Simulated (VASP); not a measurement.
# Ru (P6_3/mmc) in VASP: elastic constants with LDA

Aim: the elastic constants of Ru with LDA.

Everything below comes from runs of VASP 6.6.1. Logs are shortened: lines on timing, memory, paths and dates and some standing lists are left out, and cuts for length are marked.

### 1 The cell of the first run

The structure is hexagonal, space group P6_3/mmc (No. 194). Conventional cell: a = 2.659 Å, b = 2.659 Å, c = 4.199 Å, α = 90.00°, β = 90.00°, γ = 120.00°. Within 3.4 Å of Ru (site symmetry -6m2) lie 12 Ru at 2.60 to 2.66 Å.

### 2 Elastic constants, LDA

INCAR reads:

```
PREC = Accurate
ENCUT = 500
EDIFF = 1E-8
ISMEAR = -1
SIGMA = 0.1
LREAL = F
LASPH = T
NELM = 120
ALGO = Normal
ISIF = 3
LWAVE = F
LCHARG = T
NBANDS = 21
IBRION = 6
NFREE = 2
POTIM = 0.015
NSW = 1
GGA_COMPAT = F
KPAR = 4
```

KPOINTS reads:

```
Automatic mesh
0
Gamma
  20 20 12
```

POSCAR reads:

```
Ru
1.0
    2.6589740365      0.0000000000      0.0000000000
   -1.3294870182      2.3027390636      0.0000000000
    0.0000000000      0.0000000000      4.1991260108
Ru
2
Direct
    0.3333333333      0.6666666667      0.2500000000
    0.6666666667      0.3333333333      0.7500000000
```

Potentials or basis: VASP PAW LDA potentials, release 64 (Ru_pv).

The run is started by

```sh
> cat potpaw_LDA.64/Ru_pv/POTCAR > POTCAR
> mpirun -np 4 vasp_std > vasp.out
```

OUTCAR:

```text
PREC = Accurate
   ENCUT = 500
   EDIFF = 1E-8
   ISMEAR = -1
   LREAL = F
   LASPH = T
   NELM = 120
   ISIF = 3
   IBRION = 6
   NFREE = 2
   POTIM = 0.015
   NSW = 1

 ion  position               nearest neighbor table
   1  0.333  0.667  0.250-   2 2.60   2 2.60   2 2.60   2 2.60   2 2.60   2 2.60
   2  0.667  0.333  0.750-   1 2.60   1 2.60   1 2.60   1 2.60   1 2.60   1 2.60

  LATTYP: Found a hexagonal cell.
 ALAT       =     2.6589740365
 C/A-ratio  =     1.5792279101

  Lattice vectors:

 A1 = (   2.6589740365,   0.0000000000,   0.0000000000)
 A2 = (  -1.3294870182,   2.3027390636,   0.0000000000)
 A3 = (   0.0000000000,   0.0000000000,   4.1991260108)

Analysis of symmetry for initial positions (statically):
=====================================================================
 Subroutine PRICEL returns:
 Original cell was already a primitive cell.

 Routine SETGRP: Setting up the symmetry group for a
 hexagonal supercell.

 Subroutine GETGRP returns: Found 24 space group operations
 (whereof 12 operations were pure point group operations)
 out of a pool of 24 trial point group operations.

The static configuration has the point symmetry D_3d.
 The point group associated with its full space group is D_6h.

Analysis of symmetry for dynamics (positions and initial velocities):
=====================================================================
 Subroutine PRICEL returns:
 Original cell was already a primitive cell.

 Routine SETGRP: Setting up the symmetry group for a
 hexagonal supercell.

 Subroutine GETGRP returns: Found 24 space group operations
 (whereof 12 operations were pure point group operations)
 out of a pool of 24 trial point group operations.

The dynamic configuration has the point symmetry D_3d.
 The point group associated with its full space group is D_6h.

 Subroutine INISYM returns: Found 24 space group operations
 (whereof 12 operations are pure point group operations),
 and found     1 'primitive' translations

----------------------------------------------------------------------------------------

                                     Primitive cell

  volume of cell :      25.7109

  direct lattice vectors                    reciprocal lattice vectors
     2.658974037  0.000000000  0.000000000     0.376084906  0.217132722  0.000000000
    -1.329487018  2.302739064  0.000000000     0.000000000  0.434265443  0.000000000
     0.000000000  0.000000000  4.199126011     0.000000000  0.000000000  0.238144794

  length of vectors
     2.658974037  2.658974036  4.199126011     0.434265443  0.434265443  0.238144794

  position of ions in fractional coordinates (direct lattice)
     0.333333333  0.666666667  0.250000000
     0.666666667  0.333333333  0.750000000

  ion indices of the primitive-cell ions
   primitive index   ion index
                 1           1
                 2           2

----------------------------------------------------------------------------------------

[... 112 lines left out ...]
 Free energy of the ion-electron system (eV)
  ---------------------------------------------------
  ext. energy  EPLUGINS =         0.00000000
  ---------------------------------------------------
  free energy    TOTEN  =       -21.40257510 eV

  energy without entropy =      -21.35316470  energy(sigma->0) =      -21.37786990

------------------------ aborting loop because EDIFF is reached ----------------------------------------

  FORCE on cell =-STRESS in cart. coord.  units (eV):
  Direction    XX          YY          ZZ          XY          YZ          ZX
  --------------------------------------------------------------------------------------
  -------------------------------------------------------------------------------------
  Total        1.2980002      1.2980002      1.3178458      0.0000000     -0.0000000      0.0000000
  in kB       80.8849272     80.8849272     82.1216075      0.0000000     -0.0000000      0.0000000
  external PRESSURE =      81.2971539 kB  Pullay stress =       0.0000000 kB
[... 89 lines left out ...]
  FREE ENERGIE OF THE ION-ELECTRON SYSTEM (eV)
  ---------------------------------------------------
  free  energy   TOTEN  =       -21.3693924608 eV

  energy  without entropy=      -21.3205266999  energy(sigma->0) =      -21.34495958

[... ionic steps 4 to 14 ...]

--------------------------------------- Ionic step       15  -------------------------------------------

 number of electron      27.9999992 magnetization

------------------------ aborting loop because EDIFF is reached ----------------------------------------
[... 67 lines left out ...]
--------------------------------------- Ionic step       17  -------------------------------------------

 number of electron      27.9999994 magnetization

 Free energy of the ion-electron system (eV)
  ---------------------------------------------------
  ext. energy  EPLUGINS =         0.00000000
  ---------------------------------------------------
  free energy    TOTEN  =       -21.40084005 eV

  energy without entropy =      -21.35141532  energy(sigma->0) =      -21.37612769

 E-fermi :  13.7543     XC(G=0): -14.7180

 val. band max:       13.7527616183   @ k =   0.3000   0.1500   0.2500
 cond. band min:      13.7548884184   @ k =   0.3000   0.0500   0.1667
 fundamental gap:      0.0021268000
 Fermi energy:        13.7543218002

 k-point     1 :       0.0000    0.0000    0.0000
  band No.  band energies     occupation
      1     -29.9645      2.00000
      2     -28.8299      2.00000
      3     -28.8299      2.00000
      4     -28.6230      2.00000
      5     -28.6230      2.00000
      6     -28.5686      2.00000
[... 565 lines left out ...]
     20      23.6497      0.00000
     21      24.2545      0.00000

 [... further k-points ...]
[... 5 lines left out ...]
  --------------------------------------------------------------------------------------
  -------------------------------------------------------------------------------------
  Total        1.3013756      1.3013756      1.3335591      0.0000000      0.0000000      0.0000000
  in kB       81.0952690     81.0952690     83.1007834      0.0000000      0.0000000      0.0000000
  external PRESSURE =      81.7637738 kB  Pullay stress =       0.0000000 kB
[... 17 lines left out ...]
  FREE ENERGIE OF THE ION-ELECTRON SYSTEM (eV)
  ---------------------------------------------------
  free  energy   TOTEN  =       -21.4008400479 eV

  energy  without entropy=      -21.3514153227  energy(sigma->0) =      -21.37612769

 INTERNAL STRAIN TENSORS FROM STRAINED CELLS
 ============================================

 INTERNAL STRAIN TENSOR FOR ION    1 for displacements in x,y,z  (eV/Angst):
          X           Y           Z          XY          YZ          ZX
  --------------------------------------------------------------------------------
  x    -0.00000     0.00000    -0.00000    -3.22374    -0.00000     0.00000
  y    -3.22543     3.22528     0.00000     0.00024    -0.00008     0.00014
  z     0.00000     0.00000     0.00000     0.00000     0.00072    -0.00000

 INTERNAL STRAIN TENSORS FROM DISPLACED ATOMS
 ============================================

 INTERNAL STRAIN TENSOR FOR ION    1 for displacements in x,y,z  (eV/Angst):
          X           Y           Z          XY          YZ          ZX
  --------------------------------------------------------------------------------
  x    -0.00000     0.00000     0.00000    -3.21869     0.00000     0.00000
  y    -3.21869     3.21869     0.00000     0.00000     0.00000     0.00000
  z    -0.00000    -0.00000    -0.00000    -0.00000     0.00000    -0.00000

 INTERNAL STRAIN TENSOR FOR ION    2 for displacements in x,y,z  (eV/Angst):
          X           Y           Z          XY          YZ          ZX
  --------------------------------------------------------------------------------
  x     0.00000    -0.00000    -0.00000     3.21869     0.00000     0.00000
  y     3.21869    -3.21869     0.00000    -0.00000     0.00000     0.00000
  z     0.00000     0.00000     0.00000     0.00000     0.00000     0.00000

 Eigenvectors and eigenvalues of the dynamical matrix
 ----------------------------------------------------

   1 f  =    8.640045 THz    54.287004 2PiTHz  288.200882 cm-1    35.732339 meV
             X         Y         Z           dx          dy          dz
     -0.000000  1.535159  1.049782     0.000000    0.000000    0.707107
      1.329487  0.767580  3.149345    -0.000000    0.000000   -0.707107
[... 11 lines left out ...]
   4 f  =    0.000000 THz     0.000000 2PiTHz    0.000000 cm-1     0.000000 meV
             X         Y         Z           dx          dy          dz
     -0.000000  1.535159  1.049782     0.000000    0.000000    0.707107
      1.329487  0.767580  3.149345    -0.000000    0.000000    0.707107

   5 f/i=    0.000000 THz     0.000000 2PiTHz    0.000001 cm-1     0.000000 meV
             X         Y         Z           dx          dy          dz
     -0.000000  1.535159  1.049782    -0.133287   -0.694431   -0.000000
      1.329487  0.767580  3.149345    -0.133287   -0.694431    0.000000

   6 f/i=    0.000000 THz     0.000001 2PiTHz    0.000003 cm-1     0.000000 meV
             X         Y         Z           dx          dy          dz
     -0.000000  1.535159  1.049782     0.694431   -0.133287    0.000000
      1.329487  0.767580  3.149345     0.694431   -0.133287    0.000000

--------------------------------------------------------------------------------------------------------

 ELASTIC MODULI CONTR FROM IONIC RELAXATION (kBar)
 Direction    XX          YY          ZZ          XY          YZ          ZX
 --------------------------------------------------------------------------------
 XX         -76.3326     76.3326      0.0000     -0.0000      0.0000      0.0000
 YY          76.3326    -76.3326     -0.0000     -0.0000      0.0000     -0.0000
 ZZ           0.0000     -0.0000     -0.0000      0.0000      0.0000     -0.0000
 XY          -0.0000     -0.0000      0.0000    -76.3326      0.0000     -0.0000
 YZ           0.0000      0.0000      0.0000      0.0000      0.0000      0.0000
 ZX           0.0000     -0.0000     -0.0000     -0.0000      0.0000     -0.0000
 --------------------------------------------------------------------------------

 TOTAL ELASTIC MODULI (kBar)
 Direction    XX          YY          ZZ          XY          YZ          ZX
 --------------------------------------------------------------------------------
 XX        7094.9631   2371.2167   2210.5010      0.0000      0.0000      0.0000
 YY        2371.2167   7094.9631   2210.5010      0.0000      0.0000     -0.0000
 ZZ        2210.5010   2210.5010   7977.7939      0.0000      0.0000     -0.0000
 XY           0.0000      0.0000      0.0000   2361.8732     -0.0000      0.0000
 YZ          -0.0000      0.0000      0.0000     -0.0000   2272.2198      0.0000
 ZX           0.0000     -0.0000     -0.0000      0.0000      0.0000   2272.2199
 --------------------------------------------------------------------------------
```

Wall time 9.3 min (4 MPI ranks of Intel Xeon 6975P-C (Granite Rapids), shared host); peak memory 1 GiB.

What came out:

- Voigt bulk modulus: 397 GPa
- Highest phonon frequency at Γ: 288 cm⁻¹

Phonon frequencies in cm⁻¹ (negative: imaginary):
```csv
q point,frequencies
"(0.000, 0.000, 0.000)",0 0 0 213 213 288
```

Elastic tensor in Voigt notation (GPa, in the Cartesian axes of the cell as first typed):
```
709 237 221   0   0   0
237 709 221   0   0   0
221 221 798   0   0   0
  0   0   0 227   0   0
  0   0   0   0 227   0
  0   0   0   0   0 236
```

Clamped-ion elastic tensor (GPa):
```
717 229 221   0   0   0
229 717 221   0   0   0
221 221 798   0   0   0
  0   0   0 227   0   0
  0   0   0   0 227   0
  0   0   0   0   0 244
```

Caveat: the cell is under stress, which shifts elastic constants.
